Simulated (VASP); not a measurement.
# Ir3F in VASP: further runs, part 2 of 2

VASP 6.6.1.

**3. Single point, PBE**

Contents of INCAR:

```
SYSTEM = Ir3F
  PREC = Accurate
  ENCUT = 520
  EDIFF = 1E-7
  ISMEAR = 0
  SIGMA = 0.1
  LREAL = .False.
  LASPH = .True.
  NELM = 60
  ALGO = Normal
  ISIF = 2
  LWAVE = .False.
  LCHARG = .False.
  LDIPOL = .True.
  IDIPOL = 3
  DIPOL = 0.5 0.5 0.362
  GGA = PE
  NBANDS = 25
```

Contents of KPOINTS:

```
Automatic mesh
0
Gamma
  12 12 1
  0 0 0
```

Contents of POSCAR:

```
Ir3F
1.0
    2.7367600872      0.0000000000      0.0000000000
   -1.3683800436      2.3701037596      0.0000000000
    0.0000000000      0.0000000000     19.8425800730
Ir F
3 1
Direct
    0.6666666667      0.3333333333      0.2015866881
    0.3333333333      0.6666666667      0.3110139949
    0.0000000000      0.0000000000      0.4204382718
    0.0000000000      0.0000000000      0.5154963108
```

Potentials or basis: VASP PAW PBE potentials, release 64 (Ir, F).

The run is started by

```sh
> cat potpaw_PBE.64/Ir/POTCAR potpaw_PBE.64/F/POTCAR > POTCAR
> mpirun -np 1 vasp_std > vasp.out
```

OUTCAR:

```text
SYSTEM = Ir3F
   PREC = Accurate
   ENCUT = 520
   EDIFF = 1E-7
   ISMEAR = 0
   LREAL = .False.
   LASPH = .True.
   NELM = 60
   ISIF = 2
   GGA = PE

 ion  position               nearest neighbor table
   1  0.667  0.333  0.202-   2 2.69   2 2.69   2 2.69
   2  0.333  0.667  0.311-   3 2.69   3 2.69   3 2.69   1 2.69   1 2.69   1 2.69
   3  0.000  0.000  0.420-   4 1.89   2 2.69   2 2.69   2 2.69
   4  0.000  0.000  0.515-   3 1.89

  LATTYP: Found a hexagonal cell.
 ALAT       =     2.7367600872
 C/A-ratio  =     7.2503907689

  Lattice vectors:

 A1 = (   2.7367600872,   0.0000000000,   0.0000000000)
 A2 = (  -1.3683800436,   2.3701037596,   0.0000000000)
 A3 = (   0.0000000000,   0.0000000000,  19.8425800730)

Analysis of symmetry for initial positions (statically):
=====================================================================
 Subroutine PRICEL returns:
 Original cell was already a primitive cell.

 Routine SETGRP: Setting up the symmetry group for a
 hexagonal supercell.

 Subroutine GETGRP returns: Found  6 space group operations
 (whereof  6 operations were pure point group operations)
 out of a pool of 24 trial point group operations.

The static configuration has the point symmetry C_3v.

Analysis of symmetry for dynamics (positions and initial velocities):
=====================================================================
 Subroutine PRICEL returns:
 Original cell was already a primitive cell.

 Routine SETGRP: Setting up the symmetry group for a
 hexagonal supercell.

 Subroutine GETGRP returns: Found  6 space group operations
 (whereof  6 operations were pure point group operations)
 out of a pool of 24 trial point group operations.

The dynamic configuration has the point symmetry C_3v.

 Subroutine INISYM returns: Found  6 space group operations
 (whereof  6 operations are pure point group operations),
 and found     1 'primitive' translations

----------------------------------------------------------------------------------------

                                     Primitive cell

  volume of cell :     128.7070

  direct lattice vectors                    reciprocal lattice vectors
     2.736760087  0.000000000  0.000000000     0.365395566  0.210961228  0.000000000
    -1.368380044  2.370103760  0.000000000     0.000000000  0.421922456  0.000000000
     0.000000000  0.000000000 19.842580073     0.000000000  0.000000000  0.050396672

  length of vectors
     2.736760087  2.736760087 19.842580073     0.421922456  0.421922456  0.050396672

  position of ions in fractional coordinates (direct lattice)
     0.666666667  0.333333333  0.201586688
     0.333333333  0.666666667  0.311013995
     0.000000000  0.000000000  0.420438272
     0.000000000  0.000000000  0.515496311

  ion indices of the primitive-cell ions
   primitive index   ion index
                 1           1
                 2           2
                 3           3
                 4           4

[... 28 lines left out ...]
  0.000000  0.000000  0.000000      1.000000
  0.083333 -0.000000  0.000000      6.000000
  0.166667 -0.000000  0.000000      6.000000
  0.250000 -0.000000  0.000000      6.000000
  0.333333 -0.000000  0.000000      6.000000
  0.416667 -0.000000  0.000000      6.000000
[... 11 lines left out ...]
  0.333333  0.250000  0.000000     12.000000
  0.333333  0.333333  0.000000      2.000000
   k-points           NKPTS =     19   k-points in BZ     NKDIM =     19   number of bands    NBANDS=     25
   number of dos      NEDOS =    301   number of ions     NIONS =      4
   total plane-waves  NPLWV =  60000
   dimension x,y,z NGX =    20 NGY =   20 NGZ =  150
   dimension x,y,z NGXF=    40 NGYF=   40 NGZF=  300
   ions per type =               3   1
   NGX,Y,Z   is equivalent  to a cutoff of  12.15, 12.15, 12.57 a.u.
   NGXF,Y,Z  is equivalent  to a cutoff of  24.30, 24.30, 25.13 a.u.
 SYSTEM =  Ir3F
   PREC   = accura    normal or accurate (medium, high low for compatibility)
   ISTART =      0    job   : 0-new  1-cont  2-samecut
   ICHARG =      2    charge: 1-file 2-atom 10-const
   ISPIN  =      1    spin polarized calculation?
   LNONCOLLINEAR =      F non collinear calculations
   LSORBIT =      F    spin-orbit coupling
   LASPH  =      T    aspherical Exc in radial PAW
   ENCUT  =  520.0 eV  38.22 Ry    6.18 a.u.   5.09  5.09 36.89*2*pi/ulx,y,z
   NELM   =     60;   NELMIN=  2; NELMDL= -5     # of ELM steps
   EDIFF  = 0.1E-06   stopping-criterion for ELM
   LREAL  =      F    real-space projection
   EDIFFG = 0.1E-05   stopping-criterion for IOM
   NSW    =      0    number of steps for IOM
   IBRION =     -1    ionic relax: 0-MD 1-quasi-New 2-CG
   NFREE  =      0    steps in history (QN), initial steepest desc. (CG)
   ISIF   =      2    stress and relaxation
   ISYM   =      2    0-nonsym 1-usesym 2-fastsym
   POTIM  = 0.5000    time-step for ionic-motion
   TEBEG  =    0.0;   TEEND  =   0.0 temperature during run
   PSTRESS=    0.0 pullay stress
   NELECT =      34.0000    total number of electrons
   NUPDOWN=      -1.0000    fix difference up-down
   EMIN   =  10.00;   EMAX   =-10.00  energy-range for DOS
   EFERMI =   0.00;   METHOD = LEGACY
   ISMEAR =     0;   SIGMA  =   0.10  broadening in eV -4-tet -1-fermi 0-gaus
   EFERMI_NEDOS =   21; number of points for ismear=-14 and -15
   IALGO  =     38    algorithm
   IMIX   =      4    mixing-type and parameters
     AMIX     =   0.40;   BMIX     =  1.00
     AMIX_MAG =   1.60;   BMIX_MAG =  1.00
  volume/ion in A,a.u.               =      32.18       217.14
  Fermi-wavevector in a.u.,A,eV,Ry     =   1.050430  1.985025 15.012708  1.103403
  Thomas-Fermi vector in A             =   2.185433
   LORBIT       =      0    0 simple, 1 ext, 2 COOP (PROOUT), +10 PAW based schemes
   GGA     = PE    functional components
   LHFCALC =     F    Hartree Fock is set to
   AEXX    =    0.0000 exact exchange contribution
   IVDW    =     0    specifies the selected vdW correction
   LEPSILON=     F    determine dielectric tensor
   LRPA    =     F    only Hartree local field effects (RPA)
 non-spin polarized calculation
 Gauss-broadening in eV      SIGMA  =   0.10
  energy-cutoff  :      520.00
  volume of cell :      128.71
 maximum number of plane-waves:      3499
   NGX = 11   NGY = 11   NGZ = 73

 dipolmoment           0.000000      0.000000     -0.021391 electrons x Angstroem

 number of electron      34.0000007 magnetization

 dipolmoment           0.000000      0.000000      0.115168 electrons x Angstroem

 Free energy of the ion-electron system (eV)
  ---------------------------------------------------
  ext. energy  EPLUGINS =         0.00000000
  ---------------------------------------------------
  free energy    TOTEN  =       -28.78674035 eV

  energy without entropy =      -28.77500809  energy(sigma->0) =      -28.78087422

 E-fermi :  -0.8591     XC(G=0):  -6.1698

 val. band max:       -0.8744969285   @ k =   0.2500   0.2500   0.0000
 cond. band min:      -0.7510065013   @ k =   0.3333   0.1667   0.0000
 fundamental gap:      0.1234904272
 Fermi energy:        -0.8591455547

 k-point     1 :       0.0000    0.0000    0.0000
  band No.  band energies     occupation
      1     -23.6653      2.00000
      2     -11.0067      2.00000
      3      -8.9077      2.00000
      4      -8.5855      2.00000
      5      -6.8239      2.00000
      6      -4.7426      2.00000
[... 521 lines left out ...]
     24       7.3454      0.00000
     25       8.2450      0.00000

------------------------ aborting loop because EDIFF is reached ----------------------------------------

 vacuum level on the upper side and lower side of the slab       (xc-potential included)         1.553        -1.575

  FORCE on cell =-STRESS in cart. coord.  units (eV):
  Direction    XX          YY          ZZ          XY          YZ          ZX
  --------------------------------------------------------------------------------------
  -------------------------------------------------------------------------------------
  Total       -0.8193558     -0.8193558      0.7017548     -0.0000000     -0.0000000      0.0000000
  in kB      -10.1995474    -10.1995474      8.7356205     -0.0000000     -0.0000000      0.0000000
  external PRESSURE =      -3.8878248 kB  Pullay stress =       0.0000000 kB

 VOLUME and BASIS-vectors are now :
 -----------------------------------------------------------------------------
  energy-cutoff  :      520.00
  volume of cell :      128.71
      direct lattice vectors                 reciprocal lattice vectors
     2.736760087  0.000000000  0.000000000     0.365395566  0.210961228  0.000000000
    -1.368380044  2.370103760  0.000000000     0.000000000  0.421922456  0.000000000
     0.000000000  0.000000000 19.842580073     0.000000000  0.000000000  0.050396672

 POSITION                                       TOTAL-FORCE (eV/Angst)
 -----------------------------------------------------------------------------------
      1.36838      0.79003      4.00000        -0.000000      0.000000     -0.414267
     -0.00000      1.58007      6.17132         0.000000      0.000000      0.758686
      0.00000      0.00000      8.34258        -0.000000      0.000000     -0.667476
      0.00000      0.00000     10.22878         0.000000     -0.000000      0.323056
 -----------------------------------------------------------------------------------
    total drift:                               -0.000000     -0.000000      0.001088

  FREE ENERGIE OF THE ION-ELECTRON SYSTEM (eV)
  ---------------------------------------------------
  free  energy   TOTEN  =       -28.7867403515 eV

  energy  without entropy=      -28.7750080880  energy(sigma->0) =      -28.78087422

 vacuum level on the upper side and lower side of the slab         7.691         4.474
```

It took 2.7 min on 1 thread of Intel Xeon 8259CL, shared host; peak memory 0.26 GiB.

Results:

```
Free energy            : -28.7867 eV
Largest force          : 0.759 eV/Å
Band gap on the k mesh : zero (bands 17 and 18 overlap by 2.28 eV)
```

Forces on the atoms (eV/Å):
```
Ir   0.000  0.000 -0.414
Ir   0.000  0.000  0.759
Ir   0.000  0.000 -0.667
F    0.000  0.000  0.323
```

Caveat: spin-orbit coupling is left out, which moves the levels of the heavy elements.

**4. Single point, PBE**

Contents of INCAR:

```
PREC = Accurate
ENCUT = 520
EDIFF = 1E-7
ISMEAR = 0
SIGMA = 0.1
LREAL = F
LASPH = T
NELM = 80
ALGO = Normal
ISIF = 2
LWAVE = F
LCHARG = F
LDIPOL = T
IDIPOL = 3
DIPOL = 0.5 0.5 0.360
GGA = PE
NBANDS = 25
```

Contents of KPOINTS:

```
Automatic mesh
0
Gamma
  12 12 1
```

POSCAR: that of step 3 with these lines changed.

```diff
@@ -11,2 +11,2 @@
     0.0000000000      0.0000000000      0.4204382718
-    0.0000000000      0.0000000000      0.5154963108
+    0.3333333333      0.6666666667      0.5074658838
```

The run is started by

```sh
> cat potpaw_PBE.64/Ir/POTCAR potpaw_PBE.64/F/POTCAR > POTCAR
> mpirun -np 1 vasp_std > vasp.out
```

Wall time 3.7 min (1 thread of Intel Xeon 8259CL, shared host); peak memory 0.26 GiB.

It converged, with:

```
Free energy            : -27.9213 eV
Largest force          : 0.596 eV/Å
Band gap on the k mesh : zero (bands 17 and 18 overlap by 1.88 eV)
```

Forces on the atoms (eV/Å):
```
Ir   0.000  0.000 -0.139
Ir   0.000  0.000  0.596
Ir   0.000  0.000 -0.480
F    0.000  0.000  0.022
```

Levels at points of the mesh, in eV from the Fermi level:
| k point | band 14 | band 15 | band 16 | band 17 | band 18 | band 19 | band 20 | band 21 |
| --- | --- | --- | --- | --- | --- | --- | --- | --- |
| (0.00, 0.00, 0.00) | -2.30 | -2.30 | -1.09 | -1.09 | -0.44 | -0.44 | -0.41 | 0.55 |
| (0.50, 0.00, 0.00) | -0.59 | 0.49 | 0.61 | 0.77 | 1.11 | 1.49 | 1.85 | 3.24 |

Caveat: spin-orbit coupling is left out, which moves the levels of the heavy elements.

**5. Single point, PBE**

Contents of INCAR:

```
SYSTEM = Ir3F
PREC = Accurate ; ENCUT = 520
EDIFF = 1E-6 ; ISMEAR = 0
SIGMA = 0.1 ; LREAL = .FALSE.
LASPH = .TRUE. ; NELM = 80
ALGO = Normal ; ISIF = 2
LWAVE = .FALSE. ; LCHARG = .FALSE.
LDIPOL = .TRUE. ; IDIPOL = 3
DIPOL = 0.5 0.5 0.359 ; GGA = PE
NBANDS = 25
```

Contents of KPOINTS:

```
Automatic mesh
0
G
  12 12 1
  0 0 0
```

POSCAR: that of step 4 with these lines changed.

```diff
@@ -11,2 +11,2 @@
     0.0000000000      0.0000000000      0.4204382718
-    0.3333333333      0.6666666667      0.5074658838
+    0.6666666667      0.3333333333      0.5047732233
```

The run is started by

```sh
> cat potpaw_PBE.64/Ir/POTCAR potpaw_PBE.64/F/POTCAR > POTCAR
> mpirun -np 1 vasp_std > vasp.out
```

Wall time 2.8 min (1 thread of Intel Xeon 8259CL, shared host); peak memory 0.26 GiB.

Results (log left out):

```yaml
Free_energy: -28.1594 eV
Largest_force: 1.067 eV/Å
Band_gap_on_the_k_mesh: zero (bands 17 and 18 overlap by 1.98 eV)
```

Forces on the atoms (eV/Å):
```
Ir   0.000  0.000 -0.201
Ir   0.000  0.000  1.067
Ir   0.000  0.000 -0.898
F    0.000  0.000  0.032
```

Levels at points of the mesh, in eV from the Fermi level:
```csv
k point,band 15,band 16,band 17,band 18,band 19,band 20
"(0.00, 0.00, 0.00)",-2.45,-1.37,-1.37,-0.50,-0.50,-0.45
"(0.50, 0.00, 0.00)",0.44,0.57,0.68,1.08,1.45,1.79
```

Caveat: spin-orbit coupling is left out, which moves the levels of the heavy elements.

**6. Overview**

```tsv
task	cell	atoms held fixed (from 0)	gap on the mesh (eV)	largest force (eV/Å)
relaxation of the atoms	atoms relaxed, atomic positions A	[0, 1, 2, 3]	none	-
single point	as given, atomic positions B	-	none	0.76
single point	as given, atomic positions C	-	none	0.60
single point	as given, atomic positions D	-	none	1.07
```

Alike in all rows: level PBE; potentials or basis VASP PAW PBE potentials, release 64 (Ir, F); no spin polarisation; k mesh 12 × 12 × 1; cutoff (eV) 520; smearing gaussian 0.1 eV.

Caveats: spin-orbit coupling is left out, which moves the levels of the heavy elements.

Total energies depend on the potentials used, so only differences within one code and one set of settings carry meaning.
